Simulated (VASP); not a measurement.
# GaN in VASP: further runs

Runs on GaN. Level: LDA. Tasks: single point.

Everything below comes from runs of VASP 6.6.1. Logs are shortened: lines on timing, memory, paths and dates and some standing lists are left out, and cuts for length are marked.

### Step 1. The cell of the first run

It takes space group F-43m (No. 216, cubic). Conventional cell: a = 4.455 Å, b = 4.455 Å, c = 4.455 Å, α = 90.00°, β = 90.00°, γ = 90.00°. Within 2.6 Å of Ga (site symmetry -43m) lie 4 N at 1.93 Å. N (site symmetry -43m) has 4 Ga at 1.93 Å within 2.6 Å.

### Step 2. Single point, LDA

INCAR reads:

```
SYSTEM = GaN
ALGO = Normal
EDIFF = 1E-6
ENCUT = 520
GGA = CA
ISIF = 2
ISMEAR = 0
LASPH = .TRUE.
LCHARG = .TRUE.
LELF = .TRUE.
LREAL = .FALSE.
LVHAR = .TRUE.
LWAVE = .FALSE.
NBANDS = 16
NELM = 80
PREC = Accurate
SIGMA = 0.01
```

KPOINTS reads:

```
k-points
0
G
  10 10 10
  0 0 0
```

POSCAR reads:

```
GaN
1.0
    2.2277044992      2.2277044992      0.0000000000
   -2.2277044992      2.2277044992      0.0000000000
    0.0000000000      2.2277044992      2.2277044992
Ga N
1 1
Direct
    0.0000000000      0.0000000000      0.0000000000
    0.2500000000      0.7500000000      0.5000000000
```

Potentials or basis: VASP PAW LDA potentials, release 64 (Ga_d, N).

Command:

```sh
$ cat potpaw_LDA.64/Ga_d/POTCAR potpaw_LDA.64/N/POTCAR > POTCAR
$ mpirun -np 1 vasp_std > vasp.out
```

OUTCAR:

```text
SYSTEM = GaN
   EDIFF = 1E-6
   ENCUT = 520
   GGA = CA
   ISIF = 2
   ISMEAR = 0
   LASPH = .TRUE.
   LREAL = .FALSE.
   NELM = 80
   PREC = Accurate

 ion  position               nearest neighbor table
   1  0.000  0.000  0.000-   2 1.93   2 1.93   2 1.93   2 1.93
   2  0.250  0.750  0.500-   1 1.93   1 1.93   1 1.93   1 1.93

  LATTYP: Found a face centered cubic cell.
 ALAT       =     4.4554089984

  Lattice vectors:

 A1 = (   0.0000000000,   2.2277044992,   2.2277044992)
 A2 = (   2.2277044992,   0.0000000000,   2.2277044992)
 A3 = (   2.2277044992,   2.2277044992,   0.0000000000)

Analysis of symmetry for initial positions (statically):
=====================================================================
 Subroutine PRICEL returns:
 Original cell was already a primitive cell.

 Routine SETGRP: Setting up the symmetry group for a
 face centered cubic supercell.

 Subroutine GETGRP returns: Found 24 space group operations
 (whereof 24 operations were pure point group operations)
 out of a pool of 48 trial point group operations.

The static configuration has the point symmetry T_d .

Analysis of symmetry for dynamics (positions and initial velocities):
=====================================================================
 Subroutine PRICEL returns:
 Original cell was already a primitive cell.

 Routine SETGRP: Setting up the symmetry group for a
 face centered cubic supercell.

 Subroutine GETGRP returns: Found 24 space group operations
 (whereof 24 operations were pure point group operations)
 out of a pool of 48 trial point group operations.

The dynamic configuration has the point symmetry T_d .

 Subroutine INISYM returns: Found 24 space group operations
 (whereof 24 operations are pure point group operations),
 and found     1 'primitive' translations

----------------------------------------------------------------------------------------

                                     Primitive cell

  volume of cell :      22.1107

  direct lattice vectors                    reciprocal lattice vectors
     2.227704499  2.227704499  0.000000000     0.224446285  0.224446285 -0.224446285
    -2.227704499  2.227704499  0.000000000    -0.224446285  0.224446285 -0.224446285
     0.000000000  2.227704499  2.227704499     0.000000000  0.000000000  0.448892571

  length of vectors
     3.150449916  3.150449916  3.150449916     0.388752370  0.388752370  0.448892571

  position of ions in fractional coordinates (direct lattice)
     0.000000000  0.000000000  0.000000000
     0.250000000  0.750000000  0.500000000

  ion indices of the primitive-cell ions
   primitive index   ion index
                 1           1
                 2           2

----------------------------------------------------------------------------------------

 KPOINTS: k-points

Automatic generation of k-mesh.
 Grid dimensions read from file:
 generate k-points for:   10   10   10

 Generating k-lattice:

  Cartesian coordinates                     Fractional coordinates (reciprocal lattice)
     0.022444629  0.022444629 -0.022444629     0.100000000  0.000000000  0.000000000
    -0.022444629  0.022444629 -0.022444629     0.000000000  0.100000000  0.000000000
     0.000000000  0.000000000  0.044889257     0.000000000  0.000000000  0.100000000

  Length of vectors
     0.038875237  0.038875237  0.044889257

  Shift w.r.t. Gamma in fractional coordinates (k-lattice)
     0.000000000  0.000000000  0.000000000

 Subroutine IBZKPT returns following result:
 ===========================================

 Found     47 irreducible k-points:

 Following reciprocal coordinates:
            Coordinates               Weight
  0.000000  0.000000  0.000000      1.000000
  0.100000  0.000000  0.000000      8.000000
  0.200000  0.000000  0.000000      8.000000
  0.300000  0.000000  0.000000      8.000000
  0.400000  0.000000  0.000000      8.000000
  0.500000  0.000000  0.000000      4.000000
[... 16 lines left out ...]
  0.300000  0.300000  0.000000     12.000000
  0.400000  0.300000  0.000000     24.000000
 [... further k-points ...]
   k-points           NKPTS =     47   k-points in BZ     NKDIM =     47   number of bands    NBANDS=     16
   number of dos      NEDOS =    301   number of ions     NIONS =      2
   total plane-waves  NPLWV =  13824
   dimension x,y,z NGX =    24 NGY =   24 NGZ =   24
   dimension x,y,z NGXF=    48 NGYF=   48 NGZF=   48
   ions per type =               1   1
   NGX,Y,Z   is equivalent  to a cutoff of  12.66, 12.66, 12.66 a.u.
   NGXF,Y,Z  is equivalent  to a cutoff of  25.33, 25.33, 25.33 a.u.
 SYSTEM =  GaN
   PREC   = accura    normal or accurate (medium, high low for compatibility)
   ISTART =      0    job   : 0-new  1-cont  2-samecut
   ICHARG =      2    charge: 1-file 2-atom 10-const
   ISPIN  =      1    spin polarized calculation?
   LNONCOLLINEAR =      F non collinear calculations
   LSORBIT =      F    spin-orbit coupling
   LASPH  =      T    aspherical Exc in radial PAW
   ENCUT  =  520.0 eV  38.22 Ry    6.18 a.u.   5.86  5.86  5.86*2*pi/ulx,y,z
   NELM   =     80;   NELMIN=  2; NELMDL= -5     # of ELM steps
   EDIFF  = 0.1E-05   stopping-criterion for ELM
   LREAL  =      F    real-space projection
   EDIFFG = 0.1E-04   stopping-criterion for IOM
   NSW    =      0    number of steps for IOM
   IBRION =     -1    ionic relax: 0-MD 1-quasi-New 2-CG
   NFREE  =      0    steps in history (QN), initial steepest desc. (CG)
   ISIF   =      2    stress and relaxation
   ISYM   =      2    0-nonsym 1-usesym 2-fastsym
   POTIM  = 0.5000    time-step for ionic-motion
   TEBEG  =    0.0;   TEEND  =   0.0 temperature during run
   PSTRESS=    0.0 pullay stress
   NELECT =      18.0000    total number of electrons
   NUPDOWN=      -1.0000    fix difference up-down
   EMIN   =  10.00;   EMAX   =-10.00  energy-range for DOS
   EFERMI =   0.00;   METHOD = LEGACY
   ISMEAR =     0;   SIGMA  =   0.01  broadening in eV -4-tet -1-fermi 0-gaus
   EFERMI_NEDOS =   21; number of points for ismear=-14 and -15
   IALGO  =     38    algorithm
   IMIX   =      4    mixing-type and parameters
     AMIX     =   0.40;   BMIX     =  1.00
     AMIX_MAG =   1.60;   BMIX_MAG =  1.00
  volume/ion in A,a.u.               =      11.06        74.61
  Fermi-wavevector in a.u.,A,eV,Ry     =   1.528615  2.888663 31.792237  2.336663
  Thomas-Fermi vector in A             =   2.636349
   LORBIT       =      0    0 simple, 1 ext, 2 COOP (PROOUT), +10 PAW based schemes
   GGA     = CA    functional components
   LHFCALC =     F    Hartree Fock is set to
   AEXX    =    0.0000 exact exchange contribution
   IVDW    =     0    specifies the selected vdW correction
   LEPSILON=     F    determine dielectric tensor
   LRPA    =     F    only Hartree local field effects (RPA)
 non-spin polarized calculation
 Gauss-broadening in eV      SIGMA  =   0.01
  energy-cutoff  :      520.00
  volume of cell :       22.11
 maximum number of plane-waves:       610
   NGX = 11   NGY = 11   NGZ = 11

 number of electron      18.0000015 magnetization

 Free energy of the ion-electron system (eV)
  ---------------------------------------------------
  ext. energy  EPLUGINS =         0.00000000
  ---------------------------------------------------
  free energy    TOTEN  =       -13.94379290 eV

  energy without entropy =      -13.94379290  energy(sigma->0) =      -13.94379290

 E-fermi :   5.4938     XC(G=0): -12.3037

 val. band max:        5.4192222273   @ k =   0.0000   0.0000   0.0000
 cond. band min:       7.3912335528   @ k =   0.0000   0.0000   0.0000
 fundamental gap:      1.9720113255
 Fermi energy:         5.4938048493

 k-point     1 :       0.0000    0.0000    0.0000
  band No.  band energies     occupation
      1     -10.6885      2.00000
      2      -8.1712      2.00000
      3      -8.1712      2.00000
      4      -8.1712      2.00000
      5      -7.8169      2.00000
      6      -7.8169      2.00000
[... 8 lines left out ...]
     15      24.3618      0.00000
     16      24.3618      0.00000

 k-point     2 :       0.1000    0.0000    0.0000
  band No.  band energies     occupation
      1     -10.5687      2.00000
      2      -8.1562      2.00000
      3      -8.1562      2.00000
      4      -8.1333      2.00000
      5      -7.8184      2.00000
      6      -7.8184      2.00000
[... 8 lines left out ...]
     15      23.0799      0.00000
     16      23.0799      0.00000

 k-point     3 :       0.2000    0.0000    0.0000
  band No.  band energies     occupation
      1     -10.2669      2.00000
      2      -8.1213      2.00000
      3      -8.1213      2.00000
      4      -7.9673      2.00000
      5      -7.8173      2.00000
      6      -7.8173      2.00000
[... 8 lines left out ...]
     15      22.3047      0.00000
     16      22.3047      0.00000

 k-point     4 :       0.3000    0.0000    0.0000
  band No.  band energies     occupation
      1      -9.9491      2.00000
      2      -8.0905      2.00000
      3      -8.0905      2.00000
      4      -7.8024      2.00000
      5      -7.8024      2.00000
      6      -7.5419      2.00000
[... 8 lines left out ...]
     15      22.8132      0.00000
     16      22.8132      0.00000

 k-point     5 :       0.4000    0.0000    0.0000
  band No.  band energies     occupation
      1      -9.7649      2.00000
      2      -8.0774      2.00000
      3      -8.0774      2.00000
      4      -7.7774      2.00000
      5      -7.7774      2.00000
      6      -6.8595      2.00000
[... 8 lines left out ...]
     15      24.2578      0.00000
     16      24.2578      0.00000

 k-point     6 :       0.5000    0.0000    0.0000
  band No.  band energies     occupation
      1      -9.7132      2.00000
      2      -8.0750      2.00000
      3      -8.0750      2.00000
      4      -7.7649      2.00000
      5      -7.7649      2.00000
      6      -6.4380      2.00000
[... 8 lines left out ...]
     15      25.2912      0.00000
     16      25.2912      0.00000

 k-point     7 :       0.1000    0.1000    0.0000
  band No.  band energies     occupation
      1     -10.3883      2.00000
      2      -8.1381      2.00000
      3      -8.1274      2.00000
      4      -8.0584      2.00000
      5      -7.8305      2.00000
      6      -7.8056      2.00000
[... 8 lines left out ...]
     15      22.0167      0.00000
     16      24.5837      0.00000

 k-point     8 :       0.2000    0.1000    0.0000
  band No.  band energies     occupation
      1     -10.0838      2.00000
      2      -8.1006      2.00000
      3      -8.0949      2.00000
      4      -7.8674      2.00000
      5      -7.8348      2.00000
      6      -7.7268      2.00000
[... 8 lines left out ...]
     15      21.9709      0.00000
     16      24.4882      0.00000

 k-point     9 :       0.3000    0.1000    0.0000
  band No.  band energies     occupation
      1      -9.8270      2.00000
      2      -8.0762      2.00000
      3      -8.0690      2.00000
      4      -7.8174      2.00000
      5      -7.8020      2.00000
      6      -7.2289      2.00000
[... 8 lines left out ...]
     15      22.0572      0.00000
     16      24.6988      0.00000
[... 172 lines left out ...]
 k-point    19 :       0.5000    0.2000    0.0000
  band No.  band energies     occupation
      1      -9.6323      2.00000
      2      -8.0592      2.00000
      3      -7.9892      2.00000
      4      -7.8661      2.00000
      5      -7.7605      2.00000
      6      -6.3310      2.00000
[... 8 lines left out ...]
     15      25.8706      0.00000
     16      26.2862      0.00000

 k-point    20 :      -0.4000    0.2000    0.0000
  band No.  band energies     occupation
      1      -9.7170      2.00000
      2      -8.0502      2.00000
      3      -7.9943      2.00000
      4      -7.9133      2.00000
      5      -7.7595      2.00000
      6      -6.9919      2.00000
[... 8 lines left out ...]
     15      25.9092      0.00000
     16      26.5590      0.00000

 k-point    21 :      -0.3000    0.2000    0.0000
  band No.  band energies     occupation
      1      -9.9013      2.00000
      2      -8.0489      2.00000
      3      -8.0200      2.00000
      4      -7.9569      2.00000
      5      -7.7736      2.00000
      6      -7.5629      2.00000
[... 8 lines left out ...]
     15      26.2279      0.00000
     16      26.4141      0.00000

 k-point    22 :      -0.2000    0.2000    0.0000
  band No.  band energies     occupation
      1     -10.1369      2.00000
      2      -8.0650      2.00000
      3      -8.0650      2.00000
      4      -8.0248      2.00000
      5      -7.7979      2.00000
      6      -7.7876      2.00000
[... 8 lines left out ...]
     15      26.5497      0.00000
     16      27.1512      0.00000

 k-point    23 :       0.3000    0.3000    0.0000
  band No.  band energies     occupation
      1      -9.5992      2.00000
      2      -8.0582      2.00000
      3      -7.9567      2.00000
      4      -7.8499      2.00000
      5      -7.8143      2.00000
      6      -6.1512      2.00000
[... 8 lines left out ...]
     15      23.3406      0.00000
     16      28.1952      0.00000

 k-point    24 :       0.4000    0.3000    0.0000
  band No.  band energies     occupation
      1      -9.5641      2.00000
      2      -8.0508      2.00000
      3      -7.9221      2.00000
      4      -7.8784      2.00000
      5      -7.7814      2.00000
      6      -5.8752      2.00000
[... 8 lines left out ...]
     15      25.3965      0.00000
     16      28.4254      0.00000

 [... further k-points ...]
[... 5 lines left out ...]
  --------------------------------------------------------------------------------------
  -------------------------------------------------------------------------------------
  Total        0.1546879      0.1546879      0.1546879      0.0000000     -0.0000000      0.0000000
  in kB       11.2089272     11.2089272     11.2089272      0.0000000     -0.0000000      0.0000000
  external PRESSURE =      11.2089272 kB  Pullay stress =       0.0000000 kB

 VOLUME and BASIS-vectors are now :
 -----------------------------------------------------------------------------
  energy-cutoff  :      520.00
  volume of cell :       22.11
      direct lattice vectors                 reciprocal lattice vectors
     2.227704499  2.227704499  0.000000000     0.224446285  0.224446285 -0.224446285
    -2.227704499  2.227704499  0.000000000    -0.224446285  0.224446285 -0.224446285
     0.000000000  2.227704499  2.227704499     0.000000000  0.000000000  0.448892571

 POSITION                                       TOTAL-FORCE (eV/Angst)
 -----------------------------------------------------------------------------------
      0.00000      0.00000      0.00000         0.000000     -0.000000      0.000000
     -1.11385      3.34156      1.11385        -0.000000      0.000000      0.000000
 -----------------------------------------------------------------------------------
    total drift:                                0.000002     -0.000000      0.000000

  FREE ENERGIE OF THE ION-ELECTRON SYSTEM (eV)
  ---------------------------------------------------
  free  energy   TOTEN  =       -13.9437929021 eV

  energy  without entropy=      -13.9437929021  energy(sigma->0) =      -13.94379290
```

It took 14 s on 1 thread of Intel Xeon 8259CL, shared host; peak memory 0.14 GiB.

What came out:

| Quantity | Value |
| --- | --- |
| Free energy | -13.9438 eV |
| Pressure | 1.1 GPa |
| Band gap on the k mesh | 1.97 eV, direct |

Levels at points of the mesh, in eV from the valence-band top:
| k point | band 7 | band 8 | band 9 | band 10 | band 11 | band 12 |
| --- | --- | --- | --- | --- | --- | --- |
| (0.00, 0.00, 0.00) | 0.00 | 0.00 | 0.00 | 1.97 | 10.33 | 10.33 |
| (0.50, 0.00, 0.00) | -7.35 | -1.02 | -1.02 | 4.78 | 8.77 | 10.38 |
| (0.50, 0.50, 0.00) | -6.35 | -2.86 | -2.86 | 3.26 | 6.69 | 11.75 |

Expect the measured gap to be larger: semilocal functionals such as LDA lack the derivative discontinuity.

### Step 3. Single point, LDA

INCAR reads:

```
ALGO = Normal
EDIFF = 1E-6
ENCUT = 520
GGA = CA
ISIF = 2
ISMEAR = 0
LASPH = T
LCHARG = F
LREAL = F
LWAVE = F
NBANDS = 16
NELM = 100
PREC = Accurate
SIGMA = 0.01
```

KPOINTS reads:

```
k-points
0
Gamma
  10 10 10
```

POSCAR is that of step 2.

Potentials or basis: VASP PAW LDA potentials, release 64 (Ga_d, N).

Command:

```sh
$ cat potpaw_LDA.64/Ga_d/POTCAR potpaw_LDA.64/N/POTCAR > POTCAR
$ mpirun -np 1 vasp_std > vasp.out
```

Run time: 13 s. Hardware: 1 thread of Intel Xeon 8259CL, shared host; peak memory 0.14 GiB.

The run converged. Its results:

* Free energy: -13.9438 eV
* Pressure: 1.1 GPa
* Band gap on the k mesh: 1.97 eV, direct

Levels at points of the mesh, in eV from the valence-band top:
```csv
k point,band 7,band 8,band 9,band 10,band 11,band 12
"(0.00, 0.00, 0.00)",0.00,0.00,0.00,1.97,10.33,10.33
"(0.50, 0.00, 0.00)",-7.35,-1.02,-1.02,4.78,8.77,10.38
"(0.50, 0.50, 0.00)",-6.35,-2.86,-2.86,3.26,6.69,11.75
```

### Step 4. Single point, LDA (in-plane strain -0.02)

INCAR reads:

```
PREC = Accurate ; ENCUT = 520
EDIFF = 1E-6 ; ISMEAR = 0
SIGMA = 0.01 ; LREAL = F
LASPH = T ; NELM = 80
ALGO = Normal ; ISIF = 2
LWAVE = F ; LCHARG = F
GGA = CA ; NBANDS = 16
```

KPOINTS reads:

```
regular mesh
0
Gamma
  10 10 10
```

POSCAR reads:

```
GaN
1.0
    2.1831504092      2.1831504092      0.0000000000
   -2.1831504092      2.1831504092      0.0000000000
    0.0000000000      2.1831504092      2.2544369531
Ga N
1 1
Direct
    0.0000000000      0.0000000000      0.0000000000
    0.2500000000      0.7500000000      0.5000000000
```

Command:

```sh
$ cat potpaw_LDA.64/Ga_d/POTCAR potpaw_LDA.64/N/POTCAR > POTCAR
$ mpirun -np 1 vasp_std > vasp.out
```

Run time: 29 s. Hardware: 1 thread of Intel Xeon 8259CL, shared host; peak memory 0.15 GiB.

Results (log left out):

```
Free energy            : -13.9212 eV
Pressure               : 7.3 GPa
Band gap on the k mesh : 2.10 eV, direct
```

Stress tensor (GPa, compression positive):
```
8.74 0.00 0.00
0.00 8.74 0.00
0.00 0.00 4.37
```

Levels at points of the mesh, in eV from the valence-band top:
| k point | band 7 | band 8 | band 9 | band 10 | band 11 | band 12 |
| --- | --- | --- | --- | --- | --- | --- |
| (0.00, 0.00, 0.00) | -0.17 | 0.00 | 0.00 | 2.10 | 10.43 | 10.43 |
| (0.50, 0.00, 0.00) | -7.60 | -1.25 | -0.99 | 4.89 | 8.86 | 10.26 |
| (0.50, 0.50, 0.00) | -6.40 | -3.11 | -3.09 | 3.14 | 6.61 | 12.07 |
| (0.00, 0.00, 0.50) | -6.77 | -2.84 | -2.84 | 3.38 | 7.15 | 11.59 |

Caveat: the cell differs from its parent crystal (in-plane strain -0.02).

(Part 1 of 2 ends here.)
